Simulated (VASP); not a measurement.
AlN, 4 atoms in the cell. The structure is monoclinic, space group Cc (No. 9). Conventional cell: a = 3.130 Å, b = 5.422 Å, c = 5.019 Å, α = 90.00°, β = 90.86°, γ = 90.00°. Within 2.5 Å of Al (site symmetry 1) lie 4 N at 1.90 to 1.91 Å. Within 2.5 Å of N (site symmetry 1) lie 4 Al at 1.90 to 1.91 Å.  This cell differs from its parent crystal: shear of c along a, cell held: +1.5 %, then relaxed in part.

- Program: VASP 6.6.1
- Task: single point
- Functional: PBE
- Potentials or basis: VASP PAW PBE potentials, release 64 (Al, N)
- Cutoff: 520 eV
- k mesh: 12 × 12 × 6
- Occupations: gaussian, width 0.02 eV
- Spin: no spin polarisation
- Dipole correction: no
- Further INCAR settings: ALGO = Normal; EDIFF = 1e-06; NBANDS = 16

Potentials or basis: VASP PAW PBE potentials, release 64 (Al, N).

The run is started by

```bash
$ cat potpaw_PBE.64/Al/POTCAR potpaw_PBE.64/N/POTCAR > POTCAR
$ mpirun -np 1 vasp_std > vasp.out
```

Hardware: 1 thread of Intel Xeon 8259CL, on a shared host.

Problem. Estimate the wall time of this run.

Solution. Wall time 3 min on 1 thread of Intel Xeon 8259CL (shared host), peak memory 0.26 GiB. Counts: scf iterations 13, k points 242.
